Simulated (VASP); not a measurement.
# GaAs (Pm-3m) in VASP: further runs

The runs below take GaAs through single point, relaxation of cell and atoms, with LDA.

Program: VASP 6.6.1. These are calculated values, not measurements. Logs are shortened: lines on timing, memory, paths and dates and some standing lists are left out, and cuts for length are marked.

## Step 1: The cell of the first run

The structure is cubic, space group Pm-3m (No. 221). The conventional cell has a = 3.266 Å, b = 3.266 Å, c = 3.266 Å, α = 90.00°, β = 90.00°, γ = 90.00°. Ga (site symmetry m-3m) has 8 As at 2.83 Å and 6 Ga at 3.27 Å within 3.7 Å. As (site symmetry m-3m) has 8 Ga at 2.83 Å and 6 As at 3.27 Å within 3.7 Å.

## Step 2: Single point, LDA

The input, INCAR:

```
SYSTEM = GaAs
PREC = Accurate
ENCUT = 520
EDIFF = 1E-6
ISMEAR = 0
SIGMA = 0.02
LREAL = .FALSE.
LASPH = .TRUE.
NELM = 80
ALGO = Normal
ISIF = 2
LWAVE = .FALSE.
LCHARG = .FALSE.
GGA = CA
NBANDS = 16
```

The input, KPOINTS:

```
Automatic mesh
0
G
  7 7 7
  0 0 0
```

The input, POSCAR:

```
GaAs
1.0
    3.2662262751      0.0000000000      0.0000000000
    0.0000000000      3.2662262751      0.0000000000
    0.0000000000      0.0000000000      3.2662262751
Ga As
1 1
Direct
    0.0000000000      0.0000000000      0.0000000000
    0.5000000000      0.5000000000      0.5000000000
```

Potentials or basis: VASP PAW LDA potentials, release 64 (Ga_d, As).

Started as:

```bash
cat potpaw_LDA.64/Ga_d/POTCAR potpaw_LDA.64/As/POTCAR > POTCAR
mpirun -np 1 vasp_std > vasp.out
```

OUTCAR:

```text
SYSTEM = GaAs
   PREC = Accurate
   ENCUT = 520
   EDIFF = 1E-6
   ISMEAR = 0
   LREAL = .FALSE.
   LASPH = .TRUE.
   NELM = 80
   ISIF = 2
   GGA = CA

 ion  position               nearest neighbor table
   1  0.000  0.000  0.000-   2 2.83   2 2.83   2 2.83   2 2.83   2 2.83   2 2.83   2 2.83   2 2.83

   2  0.500  0.500  0.500-   1 2.83   1 2.83   1 2.83   1 2.83   1 2.83   1 2.83   1 2.83   1 2.83

  LATTYP: Found a simple cubic cell.
 ALAT       =     3.2662262751

  Lattice vectors:

 A1 = (   3.2662262751,   0.0000000000,   0.0000000000)
 A2 = (   0.0000000000,   3.2662262751,   0.0000000000)
 A3 = (   0.0000000000,   0.0000000000,   3.2662262751)

Analysis of symmetry for initial positions (statically):
=====================================================================
 Subroutine PRICEL returns:
 Original cell was already a primitive cell.

 Routine SETGRP: Setting up the symmetry group for a
 simple cubic supercell.

 Subroutine GETGRP returns: Found 48 space group operations
 (whereof 48 operations were pure point group operations)
 out of a pool of 48 trial point group operations.

The static configuration has the point symmetry O_h .

Analysis of symmetry for dynamics (positions and initial velocities):
=====================================================================
 Subroutine PRICEL returns:
 Original cell was already a primitive cell.

 Routine SETGRP: Setting up the symmetry group for a
 simple cubic supercell.

 Subroutine GETGRP returns: Found 48 space group operations
 (whereof 48 operations were pure point group operations)
 out of a pool of 48 trial point group operations.

The dynamic configuration has the point symmetry O_h .

 Subroutine INISYM returns: Found 48 space group operations
 (whereof 48 operations are pure point group operations),
 and found     1 'primitive' translations

----------------------------------------------------------------------------------------

                                     Primitive cell

  volume of cell :      34.8449

  direct lattice vectors                    reciprocal lattice vectors
     3.266226275  0.000000000  0.000000000     0.306163724  0.000000000  0.000000000
     0.000000000  3.266226275  0.000000000     0.000000000  0.306163724  0.000000000
     0.000000000  0.000000000  3.266226275     0.000000000  0.000000000  0.306163724

  length of vectors
     3.266226275  3.266226275  3.266226275     0.306163724  0.306163724  0.306163724

  position of ions in fractional coordinates (direct lattice)
     0.000000000  0.000000000  0.000000000
     0.500000000  0.500000000  0.500000000

  ion indices of the primitive-cell ions
   primitive index   ion index
                 1           1
                 2           2

----------------------------------------------------------------------------------------

 KPOINTS: Automatic mesh

Automatic generation of k-mesh.
 Grid dimensions read from file:
 generate k-points for:    7    7    7

 Generating k-lattice:

  Cartesian coordinates                     Fractional coordinates (reciprocal lattice)
     0.043737675  0.000000000  0.000000000     0.142857143  0.000000000  0.000000000
     0.000000000  0.043737675  0.000000000     0.000000000  0.142857143  0.000000000
     0.000000000  0.000000000  0.043737675     0.000000000  0.000000000  0.142857143

  Length of vectors
     0.043737675  0.043737675  0.043737675

  Shift w.r.t. Gamma in fractional coordinates (k-lattice)
     0.000000000  0.000000000  0.000000000

 Subroutine IBZKPT returns following result:
 ===========================================

 Found     20 irreducible k-points:

 Following reciprocal coordinates:
            Coordinates               Weight
  0.000000  0.000000  0.000000      1.000000
  0.142857  0.000000  0.000000      6.000000
  0.285714  0.000000  0.000000      6.000000
  0.428571  0.000000  0.000000      6.000000
  0.142857  0.142857  0.000000     12.000000
  0.285714  0.142857  0.000000     24.000000
[... 12 lines left out ...]
  0.428571  0.428571  0.285714     24.000000
  0.428571  0.428571  0.428571      8.000000
   k-points           NKPTS =     20   k-points in BZ     NKDIM =     20   number of bands    NBANDS=     16
   number of dos      NEDOS =    301   number of ions     NIONS =      2
   total plane-waves  NPLWV =  13824
   dimension x,y,z NGX =    24 NGY =   24 NGZ =   24
   dimension x,y,z NGXF=    48 NGYF=   48 NGZF=   48
   ions per type =               1   1
   NGX,Y,Z   is equivalent  to a cutoff of  12.22, 12.22, 12.22 a.u.
   NGXF,Y,Z  is equivalent  to a cutoff of  24.43, 24.43, 24.43 a.u.
 SYSTEM =  GaAs
   PREC   = accura    normal or accurate (medium, high low for compatibility)
   ISTART =      0    job   : 0-new  1-cont  2-samecut
   ICHARG =      2    charge: 1-file 2-atom 10-const
   ISPIN  =      1    spin polarized calculation?
   LNONCOLLINEAR =      F non collinear calculations
   LSORBIT =      F    spin-orbit coupling
   LASPH  =      T    aspherical Exc in radial PAW
   ENCUT  =  520.0 eV  38.22 Ry    6.18 a.u.   6.07  6.07  6.07*2*pi/ulx,y,z
   NELM   =     80;   NELMIN=  2; NELMDL= -5     # of ELM steps
   EDIFF  = 0.1E-05   stopping-criterion for ELM
   LREAL  =      F    real-space projection
   EDIFFG = 0.1E-04   stopping-criterion for IOM
   NSW    =      0    number of steps for IOM
   IBRION =     -1    ionic relax: 0-MD 1-quasi-New 2-CG
   NFREE  =      0    steps in history (QN), initial steepest desc. (CG)
   ISIF   =      2    stress and relaxation
   ISYM   =      2    0-nonsym 1-usesym 2-fastsym
   POTIM  = 0.5000    time-step for ionic-motion
   TEBEG  =    0.0;   TEEND  =   0.0 temperature during run
   PSTRESS=    0.0 pullay stress
   NELECT =      18.0000    total number of electrons
   NUPDOWN=      -1.0000    fix difference up-down
   EMIN   =  10.00;   EMAX   =-10.00  energy-range for DOS
   EFERMI =   0.00;   METHOD = LEGACY
   ISMEAR =     0;   SIGMA  =   0.02  broadening in eV -4-tet -1-fermi 0-gaus
   EFERMI_NEDOS =   21; number of points for ismear=-14 and -15
   IALGO  =     38    algorithm
   IMIX   =      4    mixing-type and parameters
     AMIX     =   0.40;   BMIX     =  1.00
     AMIX_MAG =   1.60;   BMIX_MAG =  1.00
  volume/ion in A,a.u.               =      17.42       117.57
  Fermi-wavevector in a.u.,A,eV,Ry     =   1.313569  2.482285 23.476339  1.725462
  Thomas-Fermi vector in A             =   2.443882
   LORBIT       =      0    0 simple, 1 ext, 2 COOP (PROOUT), +10 PAW based schemes
   GGA     = CA    functional components
   LHFCALC =     F    Hartree Fock is set to
   AEXX    =    0.0000 exact exchange contribution
   IVDW    =     0    specifies the selected vdW correction
   LEPSILON=     F    determine dielectric tensor
   LRPA    =     F    only Hartree local field effects (RPA)
 non-spin polarized calculation
 Gauss-broadening in eV      SIGMA  =   0.02
  energy-cutoff  :      520.00
  volume of cell :       34.84
 maximum number of plane-waves:       947
   NGX = 13   NGY = 13   NGZ = 13

 number of electron      18.0000028 magnetization

 Free energy of the ion-electron system (eV)
  ---------------------------------------------------
  ext. energy  EPLUGINS =         0.00000000
  ---------------------------------------------------
  free energy    TOTEN  =        -8.65840970 eV

  energy without entropy =       -8.65721026  energy(sigma->0) =       -8.65780998

 E-fermi :   6.6700     XC(G=0): -11.5096

 val. band max:        6.5993945160   @ k =   0.4286   0.4286   0.4286
 cond. band min:       6.6804427100   @ k =   0.4286   0.2857   0.1429
 fundamental gap:      0.0810481941
 Fermi energy:         6.6699549912

 k-point     1 :       0.0000    0.0000    0.0000
  band No.  band energies     occupation
      1      -8.2855      2.00000
      2      -8.2855      2.00000
      3      -8.1622      2.00000
      4      -8.1622      2.00000
      5      -8.1622      2.00000
      6      -7.4944      2.00000
[... 8 lines left out ...]
     15      17.0665      0.00000
     16      22.1464      0.00000

 k-point     2 :       0.1429    0.0000    0.0000
  band No.  band energies     occupation
      1      -8.2833      2.00000
      2      -8.2667      2.00000
      3      -8.1724      2.00000
      4      -8.1724      2.00000
      5      -8.1614      2.00000
      6      -7.2368      2.00000
[... 8 lines left out ...]
     15      15.9419      0.00000
     16      21.2132      0.00000

 k-point     3 :       0.2857    0.0000    0.0000
  band No.  band energies     occupation
      1      -8.2783      2.00000
      2      -8.2265      2.00000
      3      -8.1952      2.00000
      4      -8.1952      2.00000
      5      -8.1596      2.00000
      6      -6.4976      2.00000
[... 8 lines left out ...]
     15      17.7170      0.00000
     16      18.2982      0.00000

 k-point     4 :       0.4286    0.0000    0.0000
  band No.  band energies     occupation
      1      -8.2743      2.00000
      2      -8.2133      2.00000
      3      -8.2133      2.00000
      4      -8.1951      2.00000
      5      -8.1582      2.00000
      6      -5.5312      2.00000
[... 8 lines left out ...]
     15      16.1056      0.00000
     16      22.4420      0.00000
[... 248 lines left out ...]
 k-point    18 :       0.4286    0.2857    0.2857
  band No.  band energies     occupation
      1      -8.3052      2.00000
      2      -8.2581      2.00000
      3      -8.2314      2.00000
      4      -8.1694      2.00000
      5      -8.1315      2.00000
      6      -3.6680      2.00000
[... 8 lines left out ...]
     15      20.7006      0.00000
     16      21.8066      0.00000

 k-point    19 :       0.4286    0.4286    0.2857
  band No.  band energies     occupation
      1      -8.3223      2.00000
      2      -8.2577      2.00000
      3      -8.2546      2.00000
      4      -8.1493      2.00000
      5      -8.1071      2.00000
      6      -2.9681      2.00000
[... 8 lines left out ...]
     15      23.1654      0.00000
     16      23.5236      0.00000

 k-point    20 :       0.4286    0.4286    0.4286
  band No.  band energies     occupation
      1      -8.2968      2.00000
      2      -8.2846      2.00000
      3      -8.2846      2.00000
      4      -8.1059      2.00000
      5      -8.1059      2.00000
      6      -2.4418      2.00000
[... 8 lines left out ...]
     15      25.6210      0.00000
     16      25.6210      0.00000

------------------------ aborting loop because EDIFF is reached ----------------------------------------

  FORCE on cell =-STRESS in cart. coord.  units (eV):
  Direction    XX          YY          ZZ          XY          YZ          ZX
  --------------------------------------------------------------------------------------
  -------------------------------------------------------------------------------------
  Total        0.0440347      0.0440347      0.0440347      0.0000000     -0.0000000      0.0000000
  in kB        2.0247263      2.0247263      2.0247263      0.0000000     -0.0000000      0.0000000
  external PRESSURE =       2.0247263 kB  Pullay stress =       0.0000000 kB

 VOLUME and BASIS-vectors are now :
 -----------------------------------------------------------------------------
  energy-cutoff  :      520.00
  volume of cell :       34.84
      direct lattice vectors                 reciprocal lattice vectors
     3.266226275  0.000000000  0.000000000     0.306163724  0.000000000  0.000000000
     0.000000000  3.266226275  0.000000000     0.000000000  0.306163724  0.000000000
     0.000000000  0.000000000  3.266226275     0.000000000  0.000000000  0.306163724

 POSITION                                       TOTAL-FORCE (eV/Angst)
 -----------------------------------------------------------------------------------
      0.00000      0.00000      0.00000         0.000000      0.000000      0.000000
      1.63311      1.63311      1.63311         0.000000      0.000000      0.000000
 -----------------------------------------------------------------------------------
    total drift:                                0.000000      0.000000      0.000000

  FREE ENERGIE OF THE ION-ELECTRON SYSTEM (eV)
  ---------------------------------------------------
  free  energy   TOTEN  =        -8.6584097015 eV

  energy  without entropy=       -8.6572102565  energy(sigma->0) =       -8.65780998
```

Run time: 3.8 s. Hardware: 1 thread of Intel Xeon Platinum 8124M at 3.00GHz (Skylake/Cascade Lake), shared host; peak memory 0.13 GiB.

Results:

```
Free energy            : -8.6584 eV
Pressure               : 0.2 GPa
Band gap on the k mesh : zero (band 9 reaches 8.09 eV, above the bottom of band 10 at 4.59 eV)
```

## Step 3: Single point, LDA

The input, INCAR:

```
PREC = Accurate
ENCUT = 520
EDIFF = 1E-6
ISMEAR = 0
SIGMA = 0.02
LREAL = False
LASPH = True
NELM = 100
ALGO = Normal
ISIF = 2
LWAVE = False
LCHARG = False
GGA = CA
NBANDS = 16
```

The input, KPOINTS:

```
Automatic mesh
0
Gamma
  7 7 7
```

POSCAR is that of step 2.

Potentials or basis: VASP PAW LDA potentials, release 64 (Ga_d, As).

Started as:

```bash
cat potpaw_LDA.64/Ga_d/POTCAR potpaw_LDA.64/As/POTCAR > POTCAR
mpirun -np 1 vasp_std > vasp.out
```

Wall time 3.9 s (1 thread of Intel Xeon Platinum 8124M at 3.00GHz (Skylake/Cascade Lake), shared host); peak memory 0.13 GiB.

It converged, with:

```yaml
Free_energy: -8.6584 eV
Pressure: 0.2 GPa
Band_gap_on_the_k_mesh: zero (band 9 reaches 8.09 eV, above the bottom of band 10 at 4.59 eV)
```

Levels at points of the mesh, in eV from the Fermi level:
| k point | band 6 | band 7 | band 8 | band 9 | band 10 | band 11 | band 12 | band 13 |
| --- | --- | --- | --- | --- | --- | --- | --- | --- |
| (0.00, 0.00, 0.00) | -14.16 | -1.83 | -0.76 | -0.76 | -0.76 | 4.79 | 4.79 | 10.40 |

## Step 4: Relaxation of cell and atoms, LDA

This run uses another cell than the first one, of 17.32 Å³/atom, 0.994 times its volume.

The input, INCAR:

```
SYSTEM = GaAs
PREC = Accurate
ENCUT = 600
EDIFF = 1E-6
ISMEAR = 0
SIGMA = 0.02
LREAL = .FALSE.
LASPH = .TRUE.
NELM = 60
ALGO = Normal
ISIF = 3
LWAVE = .FALSE.
LCHARG = .FALSE.
GGA = CA
IBRION = 2
NSW = 60
EDIFFG = -0.03
```

The input, KPOINTS:

```
regular mesh
0
G
  7 7 7
  0 0 0
```

The input, POSCAR:

```
GaAs
1.0
    3.2600000000      0.0000000000      0.0000000000
    0.0000000000      3.2600000000      0.0000000000
    0.0000000000      0.0000000000      3.2600000000
Ga As
1 1
Direct
    0.0000000000      0.0000000000      0.0000000000
    0.5000000000      0.5000000000      0.5000000000
```

Started as:

```bash
cat potpaw_LDA.64/Ga_d/POTCAR potpaw_LDA.64/As/POTCAR > POTCAR
mpirun -np 1 vasp_std > vasp.out
```

Wall time 13 s (1 thread of Intel Xeon Platinum 8124M at 3.00GHz (Skylake/Cascade Lake), shared host); peak memory 0.15 GiB.

Results (log left out):

```
Free energy                            : -8.6583 eV
Relaxed volume                         : 17.47 Å³/atom
Relaxed cell                           : a = 3.269 Å, b = 3.269 Å, c = 3.269 Å, α = 90.00°, β = 90.00°, γ = 90.00°
Space group after relaxing (to 0.05 Å) : Pm-3m (No. 221)
Energy gained by relaxing              : 0.4 meV/atom
Ionic steps                            : 3
Pressure after relaxing                : 0.0 GPa
Band gap on the k mesh                 : zero (band 9 reaches 8.05 eV, above the bottom of band 10 at 4.56 eV)
```

The path:
```csv
step,energy change (eV),largest force (eV/Å),pressure (GPa),volume (Å³)
1,0.0000,0.0000,0.78,34.65
2,-0.0006,0.0000,-0.29,35.07
3,-0.0007,0.0000,0.01,34.95
```

Final structure:
```xyz
2
Lattice="3.2695 0.0000 0.0000 0.0000 3.2695 0.0000 0.0000 0.0000 3.2695" Properties=species:S:1:pos:R:3 pbc="T T T"
Ga    0.0000    0.0000    0.0000
As    1.6347    1.6347    1.6347
```

Levels at points of the mesh, in eV from the Fermi level:
```tsv
k point	band 5	band 6	band 7	band 8	band 9	band 10	band 11	band 12	band 13
(0.00, 0.00, 0.00)	-14.83	-14.14	-1.85	-0.76	-0.76	-0.76	4.79	4.79	10.37
```

(Part 1 of 2 ends here.)
